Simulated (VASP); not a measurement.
Here is a VASP 6.6.1 calculation.

INCAR

```
PREC = Accurate
ENCUT = 600
EDIFF = 1E-7
ISMEAR = 0
SIGMA = 0.05
LREAL = F
LASPH = T
NELM = 200
ALGO = Normal
ISIF = 4
LWAVE = F
LCHARG = F
ISPIN = 2
MAGMOM = 4.35 4.35 4.35 4.35 0.44 0.44 0.44 0.44 0.44 0.44
LORBIT = 11
LMAXMIX = 4
LDAU = T
LDAUTYPE = 2
LDAUL = 2 -1
LDAUU = 4 0
LDAUJ = 0 0
LDAUPRINT = 1
GGA = PE
IBRION = 2
NSW = 60
EDIFFG = -0.01
GGA_COMPAT = F
NELMIN = 4
```

File KPOINTS:

```
Automatic mesh
0
Gamma
  4 4 4
```

Contents of POSCAR:

```
Fe2O3
1.0
    2.5839976946      1.4918717645      4.6496427836
   -2.5839976946      1.4918717645      4.6496427836
    0.0000000000     -2.9837435292      4.6496427836
Fe O
4 6
Direct
    0.3549275184      0.3549275184      0.3549275184
    0.1450724816      0.1450724816      0.1450724816
    0.6450724816      0.6450724816      0.6450724816
    0.8549275184      0.8549275184      0.8549275184
    0.5536061142      0.9463938858      0.2500000000
    0.2500000000      0.5536061142      0.9463938858
    0.9463938858      0.2500000000      0.5536061142
    0.4463938858      0.0536061142      0.7500000000
    0.7500000000      0.4463938858      0.0536061142
    0.0536061142      0.7500000000      0.4463938858
```

Potentials or basis: VASP PAW PBE potentials, release 64 (Fe, O).

Command:

```bash
$ cat potpaw_PBE.64/Fe/POTCAR potpaw_PBE.64/O/POTCAR > POTCAR
$ mpirun -np 1 vasp_std > vasp.out
```

Task: What does it give for the band gap on the k mesh?

Result: 1.18 eV (least direct gap 1.37 eV).

Task: Predict the net moment.

Result: 20.00 μB per cell.

Forces on the atoms (eV/Å):
```
Fe   0.000  0.000  0.002
Fe   0.000  0.000 -0.002
Fe   0.000  0.000 -0.002
Fe   0.000  0.000  0.002
O    0.001  0.000  0.000
O   -0.001  0.001  0.000
O   -0.001 -0.001  0.000
O   -0.001  0.000  0.000
O    0.001 -0.001  0.000
O    0.001  0.001  0.000
```

Caveat: the run started ferromagnetic, and an antiferromagnetic order may lie lower in energy. The state reached can hang on the start; a lower one may exist.
